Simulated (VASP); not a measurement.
Wanted: the native input for a VASP 6.6.1 run.

```yaml
Task: single point
Functional: r2SCAN
Potentials_or_basis: VASP PAW PBE potentials, release 64 (K_sv, Br)
Cutoff: 520 eV
k_mesh: 6 × 6 × 6
Occupations: gaussian, width 0.02 eV
Spin: no spin polarisation
Dipole_correction: no
Further_INCAR_settings: ALGO = Normal; EDIFF = 1e-06; NBANDS = 15
```

The system is KBr.

```
K Br
1.0
     0.00000    3.16447    3.16447
     3.16447    0.00000    3.16447
     3.16447    3.16447    0.00000
K Br
1 1
Direct
  0.00000 0.00000 0.00000
  0.50000 0.50000 0.50000
```

This cell differs from its parent crystal: volume scaled by 0.88.

One way to write it, as run:

POSCAR

```
KBr
1.0
    0.0000000000      3.1644699173      3.1644699173
    3.1644699173      0.0000000000      3.1644699173
    3.1644699173      3.1644699173      0.0000000000
K Br
1 1
Direct
    0.0000000000      0.0000000000      0.0000000000
    0.5000000000      0.5000000000      0.5000000000
```

INCAR.step1

```
SYSTEM = KBr
PREC = Accurate
ENCUT = 520
ISMEAR = 0
SIGMA = 0.02
LREAL = .False.
LASPH = .True.
NELM = 100
NBANDS = 15
GGA = PE
ALGO = Normal
EDIFF = 1E-4
LWAVE = .True.
LCHARG = .False.
```

INCAR.step2

```
SYSTEM = KBr
PREC = Accurate
ENCUT = 520
EDIFF = 1E-6
ISMEAR = 0
SIGMA = 0.02
LREAL = .False.
LASPH = .True.
NELM = 100
ALGO = Normal
ISIF = 2
LWAVE = .False.
LCHARG = .False.
METAGGA = R2SCAN
LMIXTAU = .True.
NBANDS = 15
ISTART = 1
```

KPOINTS

```
Automatic mesh
0
Gamma
  6 6 6
  0 0 0
```

Potentials or basis: VASP PAW PBE potentials, release 64 (K_sv, Br).

The run is started by

```sh
$ cat potpaw_PBE.64/K_sv/POTCAR potpaw_PBE.64/Br/POTCAR > POTCAR
$ cp INCAR.step1 INCAR
$ mpirun -np 1 vasp_std > vasp.out
$ cp INCAR.step2 INCAR
$ mpirun -np 1 vasp_std > vasp.out
```

It gave:

- Pressure: 2.9 GPa
- Band gap on the k mesh: 5.47 eV, direct

Caveat: the PAW data sets were made with another functional, which shifts forces and pressure a little.

Wall time 38 s on 1 thread of Intel(R) Xeon(R) 6975P-C (Granite Rapids) (shared host), peak memory 0.21 GiB.
